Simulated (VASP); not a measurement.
# BaTiO3: single point with PBE

BaTiO3:

```
Ba Ti O
1.0
     4.15386    0.00000    0.00000
     0.00000    4.15386    0.00000
     0.00000    0.00000    3.89326
Ba Ti O
1 1 3
Direct
  0.00000 0.00000 0.00000
  0.50000 0.50000 0.50000
  0.50000 0.50000 0.00000
  0.50000 0.00000 0.50000
  0.00000 0.50000 0.50000
```

This cell differs from its parent crystal: epitaxial xy strain +4.0%.

```json
{"Program": "VASP 6.6.1", "Task": "single point", "Functional": "PBE", "Potentials or basis": "VASP PAW PBE potentials, release 64 (Ba_sv, Ti_sv, O)", "Cutoff": "520 eV", "k mesh": "6 × 6 × 6", "Occupations": "fermi-dirac, width 0.02 eV", "Spin": "no spin polarisation"}
```

The pressure is -2.7 GPa. The band gap on the k mesh is 1.53 eV (least direct gap 1.72 eV).

Stress tensor (GPa, compression positive):
```
-6.54  0.00  0.00
 0.00 -6.54  0.00
 0.00  0.00  4.86
```

Levels at points of the mesh, in eV from the valence-band top:
```tsv
k point	band 17	band 18	band 19	band 20	band 21	band 22	band 23	band 24
(0.00, 0.00, 0.00)	-0.91	-0.25	-0.25	-0.19	1.53	1.64	1.64	3.33
(0.50, 0.00, 0.00)	-1.60	-1.58	-0.77	-0.71	1.76	3.03	3.06	3.61
(0.50, 0.50, 0.00)	-1.81	-1.30	-1.30	-0.26	3.06	3.06	3.39	4.74
(0.00, 0.00, 0.50)	-1.84	-1.83	-0.80	-0.80	1.72	3.34	3.57	3.57
(0.50, 0.00, 0.50)	-1.75	-0.80	-0.78	-0.14	3.04	3.58	3.78	4.13
(0.50, 0.50, 0.50)	-2.09	-0.13	0.00	0.00	3.64	3.98	3.98	6.28
```

Run time: 43 s on 1 thread of AMD EPYC 9R45 96-Core Processor (Zen 5), on a shared host, peak memory 0.2 GiB.

Caveat: the cell differs from its parent crystal (epitaxial xy strain +4.0%); the stress differs along the axes, from -7 to 5 GPa; spin-orbit coupling is left out, which moves the levels of the heavy elements. A k mesh can miss the band edges.
